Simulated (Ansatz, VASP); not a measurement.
## Si in VASP and in Ansatz

POSCAR

```
Si
1.0
    3.8013825479      0.0000000000      0.0000000000
   -1.9006912740      3.2920938560      0.0000000000
    0.0000000000      0.0000000000     12.4961503553
Si
8
Direct
    0.0000000000      0.0000000000      0.0005516776
    0.3333333333      0.6666666667      0.2496687367
    0.0000000000      0.0000000000      0.5005516776
    0.6666666667      0.3333333333      0.7496687367
    0.0000000000      0.0000000000      0.1869483224
    0.3333333333      0.6666666667      0.4378312633
    0.0000000000      0.0000000000      0.6869483224
    0.6666666667      0.3333333333      0.9378312633
```

The input INCAR.step1:

```
SYSTEM = Si
PREC     = Accurate       ! precision mode
ENCUT    = 520            ! plane-wave cutoff, eV
ISMEAR   = 0              ! smearing method
SIGMA    = 0.01           ! smearing width, eV
LREAL    = .FALSE.        ! projectors in reciprocal space
LASPH    = .TRUE.         ! aspherical terms in the spheres
NELM     = 100            ! most SCF steps
NBANDS   = 26             ! bands
GGA      = PE             ! functional
ALGO     = Normal         ! electronic algorithm
EDIFF    = 1E-4           ! SCF threshold, eV
LWAVE    = .TRUE.         ! write WAVECAR
LCHARG   = .FALSE.        ! write CHGCAR
```

Contents of INCAR.step2:

```
SYSTEM = Si
PREC     = Accurate       ! precision mode
ENCUT    = 520            ! plane-wave cutoff, eV
EDIFF    = 1E-6           ! SCF threshold, eV
ISMEAR   = 0              ! smearing method
SIGMA    = 0.01           ! smearing width, eV
LREAL    = .FALSE.        ! projectors in reciprocal space
LASPH    = .TRUE.         ! aspherical terms in the spheres
NELM     = 100            ! most SCF steps
ALGO     = Normal         ! electronic algorithm
ISIF     = 2              ! what is computed and relaxed
LWAVE    = .FALSE.        ! write WAVECAR
LCHARG   = .TRUE.         ! write CHGCAR
METAGGA  = R2SCAN         ! meta-GGA
LMIXTAU  = .TRUE.       
LELF     = .TRUE.         ! ELF
LVHAR    = .TRUE.       
NBANDS   = 26             ! bands
ISTART   = 1
```

The input KPOINTS:

```
Automatic mesh
0
G
  6 6 2
  0 0 0
```

Input for Ansatz:

```yaml
crystal:
  lattice:
    - [3.8013825479, 0.0, 0.0]
    - [-1.900691274, 3.292093856, 0.0]
    - [0.0, 0.0, 12.4961503553]
  atoms:
    - { symbol: Si, position: [0.0, 0.0, 0.0005516776] }
    - { symbol: Si, position: [0.3333333333, 0.6666666667, 0.2496687367] }
    - { symbol: Si, position: [0.0, 0.0, 0.5005516776] }
    - { symbol: Si, position: [0.6666666667, 0.3333333333, 0.7496687367] }
    - { symbol: Si, position: [0.0, 0.0, 0.1869483224] }
    - { symbol: Si, position: [0.3333333333, 0.6666666667, 0.4378312633] }
    - { symbol: Si, position: [0.0, 0.0, 0.6869483224] }
    - { symbol: Si, position: [0.6666666667, 0.3333333333, 0.9378312633] }
kpoints:
  mp_grid: { grid: [6, 6, 2] }
hamiltonian:
  xc: r2scan
scf:
  occupations: { method: fixed }
  n_extra_bands: 6
output:
  forces: true
  stress: true
  eigenvalues: true
```

Alike in both runs: task single point; functional r2SCAN; k mesh 6 × 6 × 2; no spin polarisation.

```csv
,VASP,Ansatz
version,VASP 6.6.1,Ansatz 0.2.0
potentials or method,"VASP PAW PBE potentials, release 64 (Si)","plane waves, PAW"
plane-wave cutoff (eV),520,500
occupations,"gaussian, width 0.01 eV",fixed
valence electrons in the cell,32,32
```

```csv
,VASP,Ansatz,Ansatz less VASP
gap on the k mesh at the Fermi level (eV),0.72,0.70,-0.016
pressure (GPa),2.9,3.2,+0.25
"traceless stress, the component that is largest in VASP (GPa)",-0.16,-0.16,+0.003
```

VASP's potentials were made for PBE, not for r2SCAN.
